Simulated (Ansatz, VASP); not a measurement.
## Two plane-wave programs on Pd

Contents of INCAR:

```
SYSTEM = Pd
PREC = Accurate
ENCUT = 520
EDIFF = 1E-8
ISMEAR = -1
SIGMA = 0.05
LREAL = .FALSE.
LASPH = .TRUE.
NELM = 100
ALGO = Normal
ISIF = 2
LWAVE = .FALSE.
LCHARG = .FALSE.
GGA = PS
LEFG = .TRUE.
NBANDS = 17
```

KPOINTS

```
Automatic mesh
0
G
  12 12 7
  0 0 0
```

The input POSCAR:

```
Pd
1.0
    2.7983685316      0.0000000000      0.0000000000
   -1.3991842658      2.4234582375      0.0000000000
    0.0000000000      0.0000000000      4.5333570212
Pd
2
Direct
    0.3333333333      0.6666666667      0.2500000000
    0.6666666667      0.3333333333      0.7500000000
```

Input for Ansatz:

```yaml
crystal:
  lattice:
    - [2.7983685316, 0.0, 0.0]
    - [-1.3991842658, 2.4234582375, 0.0]
    - [0.0, 0.0, 4.5333570212]
  atoms:
    - { symbol: Pd, position: [0.3333333333, 0.6666666667, 0.25] }
    - { symbol: Pd, position: [0.6666666667, 0.3333333333, 0.75] }
kpoints:
  mp_grid: { grid: [12, 12, 7] }
scf:
  occupations: { method: fermi_dirac, width: 0.05 }
hamiltonian:
  xc: pbesol
  pseudopotentials: { kind: paw }
output:
  forces: true
  stress: true
  eigenvalues: true
  efg: { contact_densities: true }
  populations: true
  write_density: true
  write_potential: true
  elf: true
  volumetric_format: npy
```

Change from the starting cell: shortest bond scaled by 1, PAW files.

Alike in both runs: task electric field gradients; functional PBEsol; k mesh 12 × 12 × 7; occupations fermi-dirac, width 0.05 eV; no spin polarisation.

|  | VASP | Ansatz |
| --- | --- | --- |
| version | VASP 6.6.1 | Ansatz 0.2.0 |
| potentials or method | VASP PAW PBE potentials, release 64 (Pd) | PAW with Ansatz's default frozen-core files, scalar-relativistic |
| plane-wave cutoff (eV) | 520 | 420 |
| valence electrons in the cell | 20 | 36 |

```tsv
	VASP	Ansatz	Ansatz less VASP
pressure (GPa)	-8.9	-8.7	+0.27
traceless stress, the component that is largest in VASP (GPa)	2.35	2.39	+0.041
size of Vzz on the site where it differs most (V/Å²)	5.6	4.9	-0.72
```

VASP's potentials were made for PBE, not for PBEsol. VASP's potentials hold 20 valence electrons a cell and Ansatz's 36, so a difference there can come from the potentials and not from the codes.
